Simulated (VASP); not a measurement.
# Si3Ge2 (P6/mmm) in VASP: further runs, part 2 of 2

VASP 6.6.1.

**4. Relaxation of cell and atoms, PBE**

The input, INCAR:

```
SYSTEM = Si3Ge2
  PREC = Accurate
  ENCUT = 600
  EDIFF = 1E-6
  ISMEAR = 0
  SIGMA = 0.1
  LREAL = .False.
  LASPH = .True.
  NELM = 60
  ALGO = Normal
  ISIF = 3
  LWAVE = .False.
  LCHARG = .False.
  GGA = PE
  IBRION = 2
  NSW = 90
  EDIFFG = -0.04
```

The input, KPOINTS:

```
regular mesh
0
Gamma
  6 6 2
  0 0 0
```

The input, POSCAR:

```
Si3Ge2
1.0
    2.7455673400      0.0000000000      0.0000000000
   -1.3727836700      2.3777310700      0.0000000000
    0.0000000000      0.0000000000     12.8912367000
Si Ge
3 2
Direct
    0.0000000000      0.0000000000      0.8000000000
    0.0000000000      0.0000000000      0.0000000000
    0.0000000000      0.0000000000      0.2000000000
    0.0000000000      0.0000000000      0.4000000000
    0.0000000000      0.0000000000      0.6000000000
```

Potentials or basis: VASP PAW PBE potentials, release 64 (Si, Ge_d).

Run with:

```sh
cat potpaw_PBE.64/Si/POTCAR potpaw_PBE.64/Ge_d/POTCAR > POTCAR
mpirun -np 1 vasp_std > vasp.out
```

OUTCAR:

```text
SYSTEM = Si3Ge2
   PREC = Accurate
   ENCUT = 600
   EDIFF = 1E-6
   ISMEAR = 0
   LREAL = .False.
   LASPH = .True.
   NELM = 60
   ISIF = 3
   GGA = PE
   IBRION = 2
   NSW = 90
   EDIFFG = -0.04

 ion  position               nearest neighbor table
   1  0.000  0.000  0.800-   5 2.58   2 2.58
   2  0.000  0.000  0.000-   1 2.58   3 2.58
   3  0.000  0.000  0.200-   4 2.58   2 2.58
   4  0.000  0.000  0.400-   3 2.58   5 2.58
   5  0.000  0.000  0.600-   1 2.58   4 2.58

  LATTYP: Found a hexagonal cell.
 ALAT       =     2.7455673400
 C/A-ratio  =     4.6952906644

  Lattice vectors:

 A1 = (   2.7455673400,   0.0000000000,   0.0000000000)
 A2 = (  -1.3727836700,   2.3777310700,   0.0000000000)
 A3 = (   0.0000000000,   0.0000000000,  12.8912367000)

Analysis of symmetry for initial positions (statically):
=====================================================================
 Subroutine PRICEL returns:
 Original cell was already a primitive cell.

 Routine SETGRP: Setting up the symmetry group for a
 hexagonal supercell.

 Subroutine GETGRP returns: Found 24 space group operations
 (whereof 24 operations were pure point group operations)
 out of a pool of 24 trial point group operations.

The static configuration has the point symmetry D_6h.

Analysis of symmetry for dynamics (positions and initial velocities):
=====================================================================
 Subroutine PRICEL returns:
 Original cell was already a primitive cell.

 Routine SETGRP: Setting up the symmetry group for a
 hexagonal supercell.

 Subroutine GETGRP returns: Found 24 space group operations
 (whereof 24 operations were pure point group operations)
 out of a pool of 24 trial point group operations.

The dynamic configuration has the point symmetry D_6h.

 Subroutine INISYM returns: Found 24 space group operations
 (whereof 24 operations are pure point group operations),
 and found     1 'primitive' translations

[... 110 lines left out ...]
  volume/ion in A,a.u.               =      16.83       113.58
  Fermi-wavevector in a.u.,A,eV,Ry     =   1.277610  2.414333 22.208623  1.632288
  Thomas-Fermi vector in A             =   2.410200
   LORBIT       =      0    0 simple, 1 ext, 2 COOP (PROOUT), +10 PAW based schemes
   GGA     = PE    functional components
   LHFCALC =     F    Hartree Fock is set to
   AEXX    =    0.0000 exact exchange contribution
   IVDW    =     0    specifies the selected vdW correction
   LEPSILON=     F    determine dielectric tensor
   LRPA    =     F    only Hartree local field effects (RPA)
 conjugate gradient relaxation of ions
 non-spin polarized calculation
 Gauss-broadening in eV      SIGMA  =   0.10
  energy-cutoff  :      600.00
  volume of cell :       84.16
 maximum number of plane-waves:      2860
 NGX is ok and might be reduce to    24
   NGX = 11   NGY = 11   NGZ = 51

--------------------------------------- Ionic step        1  -------------------------------------------

 number of electron      40.0000005 magnetization

 Free energy of the ion-electron system (eV)
  ---------------------------------------------------
  ext. energy  EPLUGINS =         0.00000000
  ---------------------------------------------------
  free energy    TOTEN  =       -23.27795149 eV

  energy without entropy =      -23.26797245  energy(sigma->0) =      -23.27296197

------------------------ aborting loop because EDIFF is reached ----------------------------------------

  FORCE on cell =-STRESS in cart. coord.  units (eV):
  Direction    XX          YY          ZZ          XY          YZ          ZX
  --------------------------------------------------------------------------------------
  -------------------------------------------------------------------------------------
  Total       -0.5078284     -0.5078284      5.7824231      0.0000000      0.0000000     -0.0000000
  in kB       -9.6680341     -9.6680341    110.0857308      0.0000000      0.0000000     -0.0000000
  external PRESSURE =      30.2498875 kB  Pullay stress =       0.0000000 kB
[... 98 lines left out ...]
  FREE ENERGIE OF THE ION-ELECTRON SYSTEM (eV)
  ---------------------------------------------------
  free  energy   TOTEN  =       -23.4317920181 eV

  energy  without entropy=      -23.4269184931  energy(sigma->0) =      -23.42935526

[... ionic steps 4 to 13 ...]

--------------------------------------- Ionic step       14  -------------------------------------------

 number of electron      40.0000028 magnetization

------------------------ aborting loop because EDIFF is reached ----------------------------------------
[... 73 lines left out ...]
--------------------------------------- Ionic step       16  -------------------------------------------

 number of electron      40.0000026 magnetization

 Free energy of the ion-electron system (eV)
  ---------------------------------------------------
  ext. energy  EPLUGINS =         0.00000000
  ---------------------------------------------------
  free energy    TOTEN  =       -23.45370368 eV

  energy without entropy =      -23.44924446  energy(sigma->0) =      -23.45147407

 E-fermi :   8.0089     XC(G=0): -10.9080

 val. band max:        7.7562987477   @ k =   0.5000  -0.0000   0.0000
 cond. band min:       8.0403659953   @ k =   0.1667  -0.0000   0.0000
 fundamental gap:      0.2840672476
 Fermi energy:         8.0088906987

 k-point     1 :       0.0000    0.0000    0.0000
  band No.  band energies     occupation
      1     -16.9960      2.00000
      2     -16.9784      2.00000
      3     -16.9784      2.00000
      4     -16.9755      2.00000
      5     -16.9755      2.00000
      6     -16.9363      2.00000
[... 399 lines left out ...]
  FREE ENERGIE OF THE ION-ELECTRON SYSTEM (eV)
  ---------------------------------------------------
  free  energy   TOTEN  =       -23.4537036808 eV

  energy  without entropy=      -23.4492444567  energy(sigma->0) =      -23.45147407

 reached required accuracy - stopping structural energy minimisation
```

It took 18 min on 1 thread of Intel Xeon 8259CL, shared host; peak memory 0.26 GiB.

Results:

```yaml
Free_energy: -23.4537 eV
Relaxed_volume: 17.29 Å³/atom
Relaxed_cell: a = 2.715 Å, b = 2.715 Å, c = 13.543 Å, α = 90.00°, β = 90.00°, γ = 120.00°
Space_group_after_relaxing_to_0.1_Å: P6/mmm (No. 191)
Energy_gained_by_relaxing: 35.2 meV/atom
Ionic_steps: 16
Pressure_after_relaxing: -0.1 GPa
Largest_force_after_relaxing: 0.009 eV/Å
```

Forces on the atoms (eV/Å):
```
Si   0.000  0.000  0.009
Si   0.000  0.000  0.000
Si   0.000  0.000 -0.009
Ge   0.000  0.000 -0.009
Ge   0.000  0.000  0.009
```

Stress tensor (GPa, compression positive):
```
 0.05  0.00  0.00
 0.00  0.05  0.00
 0.00  0.00 -0.35
```

The path:
| step | energy change (eV) | largest force (eV/Å) | pressure (GPa) | volume (Å³) |
| --- | --- | --- | --- | --- |
| 1 | 0.0000 | 0.5349 | 3.02 | 84.16 |
| 2 | -0.1538 | 0.1811 | -1.41 | 87.98 |
| 3 | -0.1538 | 0.1885 | -1.27 | 87.74 |
| 4 | -0.1541 | 0.1850 | -1.31 | 87.85 |
| 5 | -0.1647 | 0.1477 | 0.12 | 86.28 |
| 6 | -0.1648 | 0.1493 | 0.12 | 86.35 |
| 7 | -0.1705 | 0.1070 | 0.45 | 85.91 |
| 8 | -0.1707 | 0.0950 | 0.56 | 85.79 |
| 9 | -0.1739 | 0.0462 | 0.09 | 86.34 |
| 10 | -0.1768 | 0.0559 | 1.52 | 86.65 |
| 11 | -0.1738 | 0.0032 | -0.53 | 87.27 |
| 12 | -0.1744 | 0.0039 | -0.67 | 87.15 |
| 13 | -0.1751 | 0.0216 | -0.46 | 86.90 |
| 14 | -0.1752 | 0.0300 | -0.37 | 86.77 |
| 15 | -0.1752 | 0.0342 | -0.31 | 86.71 |
| 16 | -0.1758 | 0.0093 | -0.08 | 86.45 |

Final structure:
```
Si Ge
1.0
     2.71499    0.00000    0.00000
    -1.35749    2.35125    0.00000
     0.00000    0.00000   13.54302
Si Ge
3 2
Direct
  0.00000 0.00000 0.80486
  0.00000 0.00000 0.00000
  0.00000 0.00000 0.19514
  0.00000 0.00000 0.39521
  0.00000 0.00000 0.60479
```

Caveat: the k points lie up to 0.45 Å⁻¹ apart in the final cell; the highest band is partly filled, so the run has too few bands.

**5. Single point, PBE**

The input, INCAR:

```
PREC = Accurate
ENCUT = 520
EDIFF = 1E-6
ISMEAR = 0
SIGMA = 0.1
LREAL = False
LASPH = True
NELM = 60
ALGO = Normal
ISIF = 2
LWAVE = False
LCHARG = False
GGA = PE
NBANDS = 28
```

The input, KPOINTS:

```
Automatic mesh
0
Gamma
  18 18 4
```

The input, POSCAR:

```
Si3Ge2
1.0
    2.7531958756      0.0000000000      0.0000000000
   -1.3765979378      2.3843375699      0.0000000000
    0.0000000000      0.0000000000     12.8267439413
Si Ge
3 2
Direct
    0.0000000000      0.0000000000      0.8089243014
    0.0000000000      0.0000000000      0.0000000000
    0.0000000000      0.0000000000      0.1910756986
    0.0000000000      0.0000000000      0.3929296167
    0.0000000000      0.0000000000      0.6070703833
```

Run with:

```sh
cat potpaw_PBE.64/Si/POTCAR potpaw_PBE.64/Ge_d/POTCAR > POTCAR
mpirun -np 1 vasp_std > vasp.out
```

Run time: 7.5 min. Hardware: 1 thread of Intel Xeon 8259CL, shared host; peak memory 0.34 GiB.

The run converged. Its results:

* Free energy: -23.6678 eV
* Pressure: 0.0 GPa
* Largest force: 0.005 eV/Å
* Band gap on the k mesh: zero (bands 20 and 21 overlap by 9.86 eV)

Forces in eV/Å, atoms in the order of the input:
```
Si   0.000  0.000 -0.002
Si   0.000  0.000  0.000
Si   0.000  0.000  0.002
Ge   0.000  0.000 -0.005
Ge   0.000  0.000  0.005
```

Stress tensor (GPa, compression positive):
```
 0.02  0.00  0.00
 0.00  0.02  0.00
 0.00  0.00 -0.08
```

Levels at points of the mesh, in eV from the Fermi level:
```csv
k point,band 17,band 18,band 19,band 20,band 21,band 22,band 23,band 24
"(0.00, 0.00, 0.00)",-4.79,0.71,0.95,7.49,8.41,8.73,8.73,9.55
"(0.50, 0.00, 0.00)",-4.79,-3.87,-3.49,-2.96,-0.34,0.31,3.05,4.00
"(0.00, 0.00, 0.50)",-2.30,-2.26,3.77,4.84,8.75,8.75,9.37,9.37
"(0.50, 0.00, 0.50)",-4.44,-4.31,-2.65,-2.54,-2.02,2.38,2.56,2.61
```

**6. Overview**

| task | cell | k mesh | cutoff (eV) | gap on the mesh (eV) | pressure (GPa) | largest force (eV/Å) |
| --- | --- | --- | --- | --- | --- | --- |
| single point | a = 2.746, b = 2.746, c = 12.891 Å, angles 90.0, 90.0, 120.0°, 5 atoms, atomic positions A | 6 × 6 × 2 | 520 | none | 2.0 | 0.55 |
| single point | a = 2.716, b = 2.716, c = 13.441 Å, angles 90.0, 90.0, 120.0°, 5 atoms, atomic positions B | 6 × 6 × 2 | 520 | none | 0.0 | 0.01 |
| relaxation of cell and atoms | relaxed from a = 2.746, b = 2.746, c = 12.891 Å, angles 90.0, 90.0, 120.0°, 5 atoms, atomic positions A | 6 × 6 × 2 | 600 | - | -0.1 | 0.01 |
| single point | a = 2.753, b = 2.753, c = 12.827 Å, angles 90.0, 90.0, 120.0°, 5 atoms, atomic positions C | 18 × 18 × 4 | 520 | none | 0.0 | - |

Alike in all rows: level PBE; potentials or basis VASP PAW PBE potentials, release 64 (Si, Ge_d); no spin polarisation; smearing gaussian 0.1 eV.

Caveats: some runs use coarse meshes; the highest band is partly filled, so the run has too few bands (at least some runs).

Total energies depend on the potentials used, so only differences within one code and one set of settings carry meaning.
